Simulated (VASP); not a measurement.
Here is a VASP 6.6.1 calculation.

INCAR

```
SYSTEM = BiTe
PREC     = Accurate       ! precision mode
ENCUT    = 520            ! plane-wave cutoff, eV
EDIFF    = 1E-6           ! SCF threshold, eV
ISMEAR   = 0              ! smearing method
SIGMA    = 0.15           ! smearing width, eV
LREAL    = .False.        ! projectors in reciprocal space
LASPH    = .True.         ! aspherical terms in the spheres
NELM     = 100            ! most SCF steps
ALGO     = Normal         ! electronic algorithm
ISIF     = 2              ! what is computed and relaxed
LWAVE    = .False.        ! write WAVECAR
LCHARG   = .False.        ! write CHGCAR
GGA      = PE             ! functional
NBANDS   = 18             ! bands
```

The input KPOINTS:

```
Automatic mesh
0
Gamma
  16 16 16
  0 0 0
```

Contents of POSCAR:

```
BiTe
1.0
    0.0000000000      3.2999620733      3.2999620733
    3.2999620733      0.0000000000      3.2999620733
    3.2999620733      3.2999620733      0.0000000000
Bi Te
1 1
Direct
    0.0000000000      0.0000000000      0.0000000000
    0.5000000000      0.5000000000      0.5000000000
```

Potentials or basis: VASP PAW PBE potentials, release 64 (Bi_d, Te).

Command:

```sh
$ cat potpaw_PBE.64/Bi_d/POTCAR potpaw_PBE.64/Te/POTCAR > POTCAR
$ mpirun -np 1 vasp_std > vasp.out
```

Predict the band gap on the k mesh.

zero (an odd number of electrons rules out a gap without spin polarisation).

Predict the pressure.

-1.9 GPa.

Caveat: the cell differs from its parent crystal (strain +0.015 along x and y, +0.015 along z); spin-orbit coupling is left out, which moves the levels of the heavy elements; an odd number of electrons without spin polarisation forces a metal; a magnetic or distorted state may lie lower.
